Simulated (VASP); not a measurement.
# SiC (P3m1) in VASP: further runs

The runs below take SiC through single point, with PBE.

Everything below comes from runs of VASP 6.6.1. Logs are shortened: lines on timing, memory, paths and dates and some standing lists are left out, and cuts for length are marked.

### Step 1. The cell of the first run

Symmetry: P3m1, No. 156, trigonal system. The conventional cell has a = 3.076 Å, b = 3.076 Å, c = 9.796 Å, α = 90.00°, β = 90.00°, γ = 120.00°. Within 2.5 Å of Si (site symmetry 3m) lie 4 C at 1.87 to 1.94 Å. Si (site symmetry 3m) has 4 C at 1.87 to 1.94 Å within 2.5 Å. Within 2.2 Å of Si (site symmetry 3m) lie 4 C at 1.64 to 1.87 Å. Si (site symmetry 3m) has 4 C at 1.87 to 1.94 Å within 2.5 Å. C (site symmetry 3m) has 4 Si at 1.87 to 1.94 Å within 2.5 Å. Within 2.5 Å of C (site symmetry 3m) lie 4 Si at 1.87 to 1.94 Å. C (site symmetry 3m) has 4 Si at 1.64 to 1.87 Å within 2.2 Å. C (site symmetry 3m) has 4 Si at 1.87 to 1.94 Å within 2.5 Å.

### Step 2. Single point, PBE

Input file INCAR:

```
PREC = Accurate ; ENCUT = 600
EDIFF = 1E-6 ; ISMEAR = 0
SIGMA = 0.05 ; LREAL = F
LASPH = T ; NELM = 120
ALGO = Normal ; ISIF = 2
LWAVE = F ; LCHARG = T
GGA = PE ; LELF = T
LVHAR = T ; NBANDS = 26
GGA_COMPAT = F
```

Input file KPOINTS:

```
Automatic mesh
0
Gamma
  10 10 3
```

Input file POSCAR:

```
SiC
1.0
   -3.0759982064      0.0000000000      0.0000000000
   -1.5379991032     -2.6638925888      0.0000000000
    0.0000000000      0.0000000000      9.7960000000
Si C
4 4
Direct
    0.3333333333      0.3333333333      0.6737709269
    0.3333333333      0.3333333333      0.1584585545
    0.6666666667      0.6666666667      0.9314271131
    0.6666666667      0.6666666667      0.4161147407
    0.3333333333      0.3333333333      0.8721661903
    0.3333333333      0.3333333333      0.3568538179
    0.6666666667      0.6666666667      0.0991976317
    0.6666666667      0.6666666667      0.6145100041
```

Potentials or basis: VASP PAW PBE potentials, release 64 (Si, C).

Started as:

```sh
> cat potpaw_PBE.64/Si/POTCAR potpaw_PBE.64/C/POTCAR > POTCAR
> mpirun -np 1 vasp_std > vasp.out
```

OUTCAR:

```text
PREC = Accurate
   ENCUT = 600
   EDIFF = 1E-6
   ISMEAR = 0
   LREAL = F
   LASPH = T
   NELM = 120
   ISIF = 2
   GGA = PE

 ion  position               nearest neighbor table
   1  0.333  0.333  0.674-   8 1.87   8 1.87   8 1.87   5 1.94   4 3.09   3 3.09   4 3.09   3 3.09
                             4 3.09   3 3.09
   2  0.333  0.333  0.158-   7 1.87   7 1.87   7 1.87   6 1.94   3 2.85   3 2.85   3 2.85   4 3.09
                             4 3.09   4 3.09
   3  0.667  0.667  0.931-   7 1.64   5 1.87   5 1.87   5 1.87   2 2.85   2 2.85   2 2.85   1 3.09
                             1 3.09   1 3.09
   4  0.667  0.667  0.416-   6 1.87   6 1.87   6 1.87   8 1.94   1 3.09   2 3.09   1 3.09   2 3.09
                             1 3.09   2 3.09
   5  0.333  0.333  0.872-   3 1.87   3 1.87   3 1.87   1 1.94
   6  0.333  0.333  0.357-   4 1.87   4 1.87   4 1.87   2 1.94
   7  0.667  0.667  0.099-   3 1.64   2 1.87   2 1.87   2 1.87
   8  0.667  0.667  0.615-   1 1.87   1 1.87   1 1.87   4 1.94

  LATTYP: Found a hexagonal cell.
 ALAT       =     3.0759982065
 C/A-ratio  =     3.1846572535

  Lattice vectors:

 A1 = (   1.5379991032,   2.6638925888,   0.0000000000)
 A2 = (  -3.0759982064,   0.0000000000,   0.0000000000)
 A3 = (   0.0000000000,   0.0000000000,   9.7960000000)

Analysis of symmetry for initial positions (statically):
=====================================================================
 Subroutine PRICEL returns:
 Original cell was already a primitive cell.

 Routine SETGRP: Setting up the symmetry group for a
 hexagonal supercell.

 Subroutine GETGRP returns: Found  6 space group operations
 (whereof  6 operations were pure point group operations)
 out of a pool of 24 trial point group operations.

The static configuration has the point symmetry C_3v.

Analysis of symmetry for dynamics (positions and initial velocities):
=====================================================================
 Subroutine PRICEL returns:
 Original cell was already a primitive cell.

 Routine SETGRP: Setting up the symmetry group for a
 hexagonal supercell.

 Subroutine GETGRP returns: Found  6 space group operations
 (whereof  6 operations were pure point group operations)
 out of a pool of 24 trial point group operations.

The dynamic configuration has the point symmetry C_3v.

 Subroutine INISYM returns: Found  6 space group operations
 (whereof  6 operations are pure point group operations),
 and found     1 'primitive' translations
[... 112 lines left out ...]
   NFREE  =      0    steps in history (QN), initial steepest desc. (CG)
   ISIF   =      2    stress and relaxation
   ISYM   =      2    0-nonsym 1-usesym 2-fastsym
   POTIM  = 0.5000    time-step for ionic-motion
   TEBEG  =    0.0;   TEEND  =   0.0 temperature during run
   PSTRESS=    0.0 pullay stress
   NELECT =      32.0000    total number of electrons
   NUPDOWN=      -1.0000    fix difference up-down
   EMIN   =  10.00;   EMAX   =-10.00  energy-range for DOS
   EFERMI =   0.00;   METHOD = LEGACY
   ISMEAR =     0;   SIGMA  =   0.05  broadening in eV -4-tet -1-fermi 0-gaus
   EFERMI_NEDOS =   21; number of points for ismear=-14 and -15
   IALGO  =     38    algorithm
   IMIX   =      4    mixing-type and parameters
     AMIX     =   0.40;   BMIX     =  1.00
     AMIX_MAG =   1.60;   BMIX_MAG =  1.00
  volume/ion in A,a.u.               =      10.03        67.71
  Fermi-wavevector in a.u.,A,eV,Ry     =   1.204872  2.276878 19.751808  1.451717
  Thomas-Fermi vector in A             =   2.340585
   LORBIT       =      0    0 simple, 1 ext, 2 COOP (PROOUT), +10 PAW based schemes
   GGA     = PE    functional components
   LHFCALC =     F    Hartree Fock is set to
   AEXX    =    0.0000 exact exchange contribution
   IVDW    =     0    specifies the selected vdW correction
   LEPSILON=     F    determine dielectric tensor
   LRPA    =     F    only Hartree local field effects (RPA)
 non-spin polarized calculation
 Gauss-broadening in eV      SIGMA  =   0.05
  energy-cutoff  :      600.00
  volume of cell :       80.27
 maximum number of plane-waves:      2706
 NGX is ok and might be reduce to    28
   NGX = 13   NGY = 13   NGZ = 39

 number of electron      32.0000000 magnetization

 Free energy of the ion-electron system (eV)
  ---------------------------------------------------
  ext. energy  EPLUGINS =         0.00000000
  ---------------------------------------------------
  free energy    TOTEN  =       -59.20981670 eV

  energy without entropy =      -59.20981670  energy(sigma->0) =      -59.20981670

 E-fermi :   8.9171     XC(G=0): -11.4714

 val. band max:        8.7065792660   @ k =   0.0000   0.0000   0.0000
 cond. band min:      11.0189447506   @ k =   0.5000  -0.0000   0.0000
 fundamental gap:      2.3123654846
 Fermi energy:         8.9170956835

 k-point     1 :       0.0000    0.0000    0.0000
  band No.  band energies     occupation
      1      -7.5269      2.00000
      2      -6.1204      2.00000
      3      -5.6154      2.00000
      4      -3.2479      2.00000
      5      -0.1349      2.00000
      6       4.1750      2.00000
[... 685 lines left out ...]
     25      17.2353      0.00000
     26      17.6680      0.00000

 [... further k-points ...]

------------------------ aborting loop because EDIFF is reached ----------------------------------------

  FORCE on cell =-STRESS in cart. coord.  units (eV):
  Direction    XX          YY          ZZ          XY          YZ          ZX
  --------------------------------------------------------------------------------------
  -------------------------------------------------------------------------------------
  Total        2.9819290      2.9819290     14.4373837      0.0000000      0.0000000      0.0000000
  in kB       59.5190940     59.5190940    288.1691704      0.0000000      0.0000000      0.0000000
  external PRESSURE =     135.7357861 kB  Pullay stress =       0.0000000 kB

 VOLUME and BASIS-vectors are now :
 -----------------------------------------------------------------------------
  energy-cutoff  :      600.00
  volume of cell :       80.27
      direct lattice vectors                 reciprocal lattice vectors
    -3.075998206  0.000000000  0.000000000    -0.325097719  0.187695255  0.000000000
    -1.537999103 -2.663892589  0.000000000     0.000000000 -0.375390511  0.000000000
     0.000000000  0.000000000  9.796000000     0.000000000  0.000000000  0.102082483

 POSITION                                       TOTAL-FORCE (eV/Angst)
 -----------------------------------------------------------------------------------
     -1.53800     -0.88796      6.60026        -0.000000     -0.000000      1.002797
     -1.53800     -0.88796      1.55226         0.000000      0.000000      1.883436
     -3.07600     -1.77593      9.12426         0.000000      0.000000     -6.645196
     -3.07600     -1.77593      4.07626         0.000000      0.000000      1.035179
     -1.53800     -0.88796      8.54374        -0.000000     -0.000000     -1.634142
     -1.53800     -0.88796      3.49574         0.000000      0.000000     -1.032976
     -3.07600     -1.77593      0.97174         0.000000      0.000000      6.397519
     -3.07600     -1.77593      6.01974        -0.000000      0.000000     -1.006617
 -----------------------------------------------------------------------------------
    total drift:                               -0.000000     -0.000000      0.000326

  FREE ENERGIE OF THE ION-ELECTRON SYSTEM (eV)
  ---------------------------------------------------
  free  energy   TOTEN  =       -59.2098167009 eV

  energy  without entropy=      -59.2098167009  energy(sigma->0) =      -59.20981670
```

OSZICAR:

```text
N       E                     dE             d eps       ncg     rms          rms(c)
DAV:   1     0.878637453928E+02    0.87864E+02   -0.15958E+04  1872   0.125E+03
DAV:   2    -0.595084862771E+02   -0.14737E+03   -0.13717E+03  2516   0.209E+02
DAV:   3    -0.672839872752E+02   -0.77755E+01   -0.77219E+01  2550   0.442E+01
DAV:   4    -0.673783412265E+02   -0.94354E-01   -0.94241E-01  2358   0.576E+00
DAV:   5    -0.673799151393E+02   -0.15739E-02   -0.15731E-02  2514   0.707E-01    0.187E+01
DAV:   6    -0.594640255474E+02    0.79159E+01   -0.19930E+01  2370   0.203E+01    0.845E+00
DAV:   7    -0.592447515109E+02    0.21927E+00   -0.25493E+00  2504   0.743E+00    0.361E+00
DAV:   8    -0.592118771318E+02    0.32874E-01   -0.12696E-01  2266   0.175E+00    0.119E+00
DAV:   9    -0.592091984378E+02    0.26787E-02   -0.18394E-02  2358   0.775E-01    0.176E-01
DAV:  10    -0.592096232800E+02   -0.42484E-03   -0.12063E-03  2384   0.183E-01    0.107E-01
DAV:  11    -0.592098146270E+02   -0.19135E-03   -0.23695E-04  2140   0.963E-02    0.152E-02
DAV:  12    -0.592098147347E+02   -0.10772E-06   -0.14778E-05  2498   0.226E-02    0.777E-03
DAV:  13    -0.592098163780E+02   -0.16433E-05   -0.46889E-06  2216   0.122E-02    0.400E-03
DAV:  14    -0.592098167009E+02   -0.32290E-06   -0.45458E-07  1168   0.402E-03
   1 F= -.59209817E+02 E0= -.59209817E+02  d E =-.188189E-11
```

stdout:

```text
POSCAR found type information on POSCAR SiC
 POSCAR found :  2 types and       8 ions
 scaLAPACK will be used
 LDA part: xc-table for (Slater+PW92), standard interpolation
 POSCAR, INCAR and KPOINTS ok, starting setup
 FFT: planning ... GRIDC
 FFT: planning ... GRID_SOFT
 FFT: planning ... GRID
 WAVECAR not read
 entering main loop
```

It took 55 s on 1 thread of AMD EPYC 9R45 (Zen 5), shared host; peak memory 0.23 GiB.

What came out:

```yaml
Free_energy: -59.2098 eV
Pressure: 13.6 GPa
Largest_force: 6.645 eV/Å
Band_gap_on_the_k_mesh: 2.31 eV, indirect (least direct gap 3.55 eV)
```

Forces on the atoms (eV/Å):
```
Si   0.000  0.000  1.003
Si   0.000  0.000  1.883
Si   0.000  0.000 -6.645
Si   0.000  0.000  1.035
C    0.000  0.000 -1.634
C    0.000  0.000 -1.033
C    0.000  0.000  6.398
C    0.000  0.000 -1.007
```

Caveat: forces of over 1 eV/Å act on the atoms, so gaps and moduli don't describe the material at rest. A k mesh can miss the band edges.

### Step 3. Single point, PBE

This run uses another cell than the first one, of 16.49 Å³/atom, 1.643 times its volume.

Input file INCAR:

```
  PREC = Accurate
  ENCUT = 600
  EDIFF = 1E-6
  ISMEAR = 0
  SIGMA = 0.05
  LREAL = F
  LASPH = T
  NELM = 120
  ALGO = Normal
  ISIF = 2
  LWAVE = F
  LCHARG = F
  GGA = PE
  NBANDS = 26
  GGA_COMPAT = F
```

KPOINTS is that of step 2.

Input file POSCAR:

```
SiC
1.0
   -3.0759982064      0.0000000000      0.0000000000
   -1.5379991032     -2.6638925888      0.0000000000
    0.0000000000      0.0000000000     16.0960000000
Si C
4 4
Direct
    0.3333333333      0.3333333333      0.4100559145
    0.3333333333      0.3333333333      0.0964376243
    0.6666666667      0.6666666667      0.5668650596
    0.6666666667      0.6666666667      0.2532467694
    0.3333333333      0.3333333333      0.5307989563
    0.3333333333      0.3333333333      0.2171806660
    0.6666666667      0.6666666667      0.0603715209
    0.6666666667      0.6666666667      0.3739898111
```

Potentials or basis: VASP PAW PBE potentials, release 64 (Si, C).

Started as:

```sh
> cat potpaw_PBE.64/Si/POTCAR potpaw_PBE.64/C/POTCAR > POTCAR
> mpirun -np 1 vasp_std > vasp.out
```

Wall time 2.7 min (1 thread of AMD EPYC 9R45 (Zen 5), shared host); peak memory 0.34 GiB.

It converged, with:

| Item | Value |
| --- | --- |
| Free energy | -56.1428 eV |
| Pressure | 2.1 GPa |
| Largest force | 2.254 eV/Å |
| Band gap on the k mesh | zero (band 16 reaches 3.75 eV, above the bottom of band 17 at 3.52 eV) |

Forces on the atoms (eV/Å):
```
Si   0.000  0.000 -0.117
Si   0.000  0.000 -2.254
Si   0.000  0.000 -0.115
Si   0.000  0.000 -0.195
C    0.000  0.000  0.453
C    0.000  0.000  0.415
C    0.000  0.000  1.917
C    0.000  0.000 -0.104
```

Stress tensor (GPa, compression positive):
```
2.91 0.00 0.00
0.00 2.91 0.00
0.00 0.00 0.35
```

Levels at points of the mesh, in eV from the Fermi level:
| k point | band 12 | band 13 | band 14 | band 15 | band 16 | band 17 | band 18 | band 19 | band 20 | band 21 |
| --- | --- | --- | --- | --- | --- | --- | --- | --- | --- | --- |
| (0.00, 0.00, 0.00) | -1.33 | -1.33 | -0.61 | 0.05 | 0.05 | 0.27 | 3.91 | 4.72 | 4.90 | 5.63 |
| (0.50, 0.00, 0.00) | -3.62 | -3.15 | -2.85 | -1.47 | -0.28 | -0.18 | 1.88 | 2.59 | 3.23 | 3.68 |

Caveat: forces of over 1 eV/Å act on the atoms, so gaps and moduli don't describe the material at rest.

### Step 4. Single point, PBE

This run uses another cell than the first one, of 10.60 Å³/atom, 1.056 times its volume.

Input file INCAR:

```
SYSTEM = SiC
PREC = Accurate
ENCUT = 600
EDIFF = 1E-6
ISMEAR = 0
SIGMA = 0.05
LREAL = .FALSE.
LASPH = .TRUE.
NELM = 120
ALGO = Normal
ISIF = 2
LWAVE = .FALSE.
LCHARG = .TRUE.
GGA = PE
LELF = .TRUE.
LVHAR = .TRUE.
NBANDS = 26
GGA_COMPAT = .FALSE.
```

Input file KPOINTS:

```
regular mesh
0
G
  10 10 3
  0 0 0
```

Input file POSCAR:

```
SiC
1.0
   -3.0759982064      0.0000000000      0.0000000000
   -1.5379991032     -2.6638925888      0.0000000000
    0.0000000000      0.0000000000     10.3460000000
Si C
4 4
Direct
    0.3333333333      0.3333333333      0.6379528320
    0.3333333333      0.3333333333      0.1500347961
    0.6666666667      0.6666666667      0.8819118500
    0.6666666667      0.6666666667      0.3939938140
    0.3333333333      0.3333333333      0.8258012759
    0.3333333333      0.3333333333      0.3378832399
    0.6666666667      0.6666666667      0.0939242219
    0.6666666667      0.6666666667      0.5818422579
```

Started as:

```sh
> cat potpaw_PBE.64/Si/POTCAR potpaw_PBE.64/C/POTCAR > POTCAR
> mpirun -np 1 vasp_std > vasp.out
```

Run time: 59 s. Hardware: 1 thread of AMD EPYC 9R45 (Zen 5), shared host; peak memory 0.24 GiB.

Results (log left out):

| Quantity | Value |
| --- | --- |
| Free energy | -59.8104 eV |
| Pressure | 0.3 GPa |
| Largest force | 2.296 eV/Å |
| Band gap on the k mesh | 2.56 eV |

Forces in eV/Å, atoms in the order of the input:
```
Si   0.000  0.000  0.533
Si   0.000  0.000 -0.119
Si   0.000  0.000  2.296
Si   0.000  0.000  0.517
C    0.000  0.000 -0.271
C    0.000  0.000 -0.509
C    0.000  0.000 -1.906
C    0.000  0.000 -0.542
```

Stress tensor (GPa, compression positive):
```
 4.75  0.00  0.00
 0.00  4.75  0.00
 0.00  0.00 -8.59
```

Levels at points of the mesh, in eV from the valence-band top:
```csv
k point,band 12,band 13,band 14,band 15,band 16,band 17,band 18,band 19,band 20,band 21
"(0.00, 0.00, 0.00)",-0.75,-0.75,-0.13,-0.13,0.00,4.71,5.04,5.65,6.13,6.50
"(0.50, 0.00, 0.00)",-2.78,-2.49,-2.41,-2.03,-1.45,2.63,2.96,3.22,4.11,4.64
```

Caveat: forces of over 1 eV/Å act on the atoms, so gaps and moduli don't describe the material at rest. A k mesh can miss the band edges.

(Continued in part 2 of 2.)
